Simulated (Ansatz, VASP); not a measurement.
## NaH: VASP beside Ansatz

Contents of INCAR:

```
  PREC = Accurate
  ENCUT = 520
  EDIFF = 1E-6
  ISMEAR = 0
  SIGMA = 0.01
  LREAL = F
  LASPH = T
  NELM = 80
  ALGO = Normal
  ISIF = 2
  LWAVE = F
  LCHARG = T
  GGA = PS
  LELF = T
  LVHAR = T
  NBANDS = 11
```

KPOINTS

```
Automatic mesh
0
Gamma
  8 8 8
```

Contents of POSCAR:

```
NaH
1.0
    0.0000000000      2.4076552405      2.4076552405
    2.4076552405      0.0000000000      2.4076552405
    2.4076552405      2.4076552405      0.0000000000
Na H
1 1
Direct
    0.0000000000      0.0000000000      0.0000000000
    0.5000000000      0.5000000000      0.5000000000
```

Input for Ansatz:

```yaml
crystal:
  lattice:
    - [0.0, 2.40765524049, 2.40765524049]
    - [2.40765524049, 0.0, 2.40765524049]
    - [2.40765524049, 2.40765524049, 0.0]
  atoms:
    - { symbol: Na, position: [0.0, 0.0, 0.0] }
    - { symbol: H, position: [0.5, 0.5, 0.5] }
kpoints:
  mp_grid: { grid: [8, 8, 8] }
scf:
  occupations: { method: fixed }
  convergence: { dr2_threshold: 1.0e-10 }
hamiltonian:
  xc: pbesol
  pseudopotentials: { kind: all_electron, lapw: { basis_error: 0.0005 } }
output:
  forces: true
  stress: true
  eigenstates:
    kpoints:
      - [0.0, 0.0, 0.0]
      - [0.0, -0.5, 0.0]
      - [-0.5, 0.0, 0.0]
      - [0.0, 0.0, -0.5]
      - [-0.5, -0.5, -0.5]
      - [-0.25, -0.5, -0.75]
      - [-0.5, -0.25, -0.75]
      - [-0.25, -0.75, -0.5]
      - [-0.5, 0.0, -0.5]
      - [0.0, -0.5, -0.5]
      - [-0.5, -0.5, 0.0]
  eigenvalues: true
```

Alike in both runs: task single point; functional PBEsol; k mesh 8 × 8 × 8; no spin polarisation.

|  | VASP | Ansatz |
| --- | --- | --- |
| version | VASP 6.6.1 | Ansatz 0.2.0 |
| potentials or method | VASP PAW PBE potentials, release 64 (Na_pv, H), cutoff 520 eV | all-electron LAPW, scalar-relativistic |
| occupations | gaussian, width 0.01 eV | fixed |

|  | VASP | Ansatz | Ansatz less VASP |
| --- | --- | --- | --- |
| gap on the k mesh at the Fermi level (eV) | 3.58 | 3.58 | +0.002 |
| pressure (GPa) | -0.4 | -0.3 | +0.02 |

VASP's potentials were made for PBE, not for PBEsol. Ansatz ran all-electron here, and VASP with PAW potentials.
